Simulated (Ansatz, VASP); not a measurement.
Two plane-wave programs on I

```
I
1.0
     4.82297    0.00000    0.00000
    -2.41148    4.17681    0.00000
     0.00000    0.00000   10.79997
I
4
Direct
  0.33333 0.66667 0.12350
  0.66667 0.33333 0.62350
  0.33333 0.66667 0.37650
  0.66667 0.33333 0.87650
```

Alike in both runs: functional PBE; k mesh 9 × 9 × 4; occupations gaussian, width 0.01 eV; no spin polarisation.

Ansatz relaxed the structure, and its values are those at the end. VASP's run is a single point on that final structure, the one shown.

```csv
,VASP,Ansatz
version,VASP 6.6.1,Ansatz 0.2.0
potentials or method,"VASP PAW PBE potentials, release 64 (I), cutoff 520 eV","scalar-relativistic, plane waves, PAW"
valence electrons in the cell,28,68
```

|  | VASP | Ansatz | Ansatz less VASP |
| --- | --- | --- | --- |
| gap on the k mesh at the Fermi level (eV) | 0.29 | 0.28 | -0.007 |
| least direct gap on the mesh (eV) | 0.34 | 0.33 | -0.007 |
| pressure (GPa) | 0.0 | 0.0 | +0.02 |
| rms of the force components (eV/Å) | 0.010 | 0.000 | -0.0100 |

The functional is the same, so the differences come from potentials, cutoffs and numerics. VASP's potentials hold 28 valence electrons a cell and Ansatz's 68, so a difference there can come from the potentials and not from the codes.

Neither program's run includes spin-orbit coupling.
